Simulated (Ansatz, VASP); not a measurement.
Ir: VASP beside Ansatz

```
Ir
1.0
     0.00000    1.86211    1.91970
     1.86211    0.00000    1.91970
     1.86211    1.86211    0.00000
Ir
1
Direct
  0.00000 0.00000 0.00000
```

Change from the starting cell: equal xx and yy strain of -3 %, crystal datasets.

Alike in both runs: task electric field gradients; functional PBEsol; k mesh 15 × 15 × 15; occupations fermi-dirac, width 0.05 eV; no spin polarisation.

|  | VASP | Ansatz |
| --- | --- | --- |
| version | VASP 6.6.1 | Ansatz 0.2.0 |
| potentials or method | VASP PAW PBE potentials, release 64 (Ir), cutoff 520 eV | all-electron PAW with datasets made for the crystal, scalar-relativistic |

|  | VASP | Ansatz | Ansatz less VASP |
| --- | --- | --- | --- |
| pressure (GPa) | 25.5 | 23.9 | -1.58 |
| traceless stress, the component that is largest in VASP (GPa) | -9.59 | -9.60 | -0.002 |
| size of Vzz on the site where it differs most (V/Å²) | 23.7 | 23.0 | -0.68 |

VASP's potentials were made for PBE, not for PBEsol. Ansatz ran all-electron here, and VASP with PAW potentials.

Spin-orbit coupling is off throughout.
